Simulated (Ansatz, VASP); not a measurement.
## Two plane-wave programs on MgZn3O4

```
CELL_PARAMETERS angstrom
0.00000 3.25442 0.00000
-2.67117 0.00000 4.93956
5.89784 -1.62721 0.00000
ATOMIC_POSITIONS crystal
Mg 0.25132 0.91995 0.50263
Zn 0.75063 0.41572 0.50126
Zn 0.49927 0.83019 0.99853
Zn 0.99984 0.33514 0.99967
O 0.06136 0.72887 0.12272
O 0.55849 0.22511 0.11699
O 0.80871 0.14002 0.61742
O 0.30835 0.64292 0.61669
```

Alike in both runs: task single point; functional r2SCAN; k mesh 8 × 6 × 8; occupations gaussian, width 0.05 eV; no spin polarisation.

|  | VASP | Ansatz |
| --- | --- | --- |
| version | VASP 6.6.1 | Ansatz 0.2.0 |
| potentials or method | VASP PAW PBE potentials, release 64 (Mg, Zn, O), cutoff 520 eV | scalar-relativistic, plane waves, PAW |
| valence electrons in the cell | 62 | 70 |

|  | VASP | Ansatz | Ansatz less VASP |
| --- | --- | --- | --- |
| gap on the k mesh at the Fermi level (eV) | 1.81 | 1.81 | +0.005 |
| pressure (GPa) | 0.1 | -0.5 | -0.60 |
| traceless stress, the component that is largest in VASP (GPa) | -0.09 | -0.03 | +0.058 |
| rms of the force components (eV/Å) | 0.016 | 0.017 | +0.0009 |

VASP's potentials were made for PBE, not for r2SCAN. Atom by atom the forces differ by 0.030 eV/Å (rms over components). VASP's potentials hold 62 valence electrons a cell and Ansatz's 70, so a difference there can come from the potentials and not from the codes.
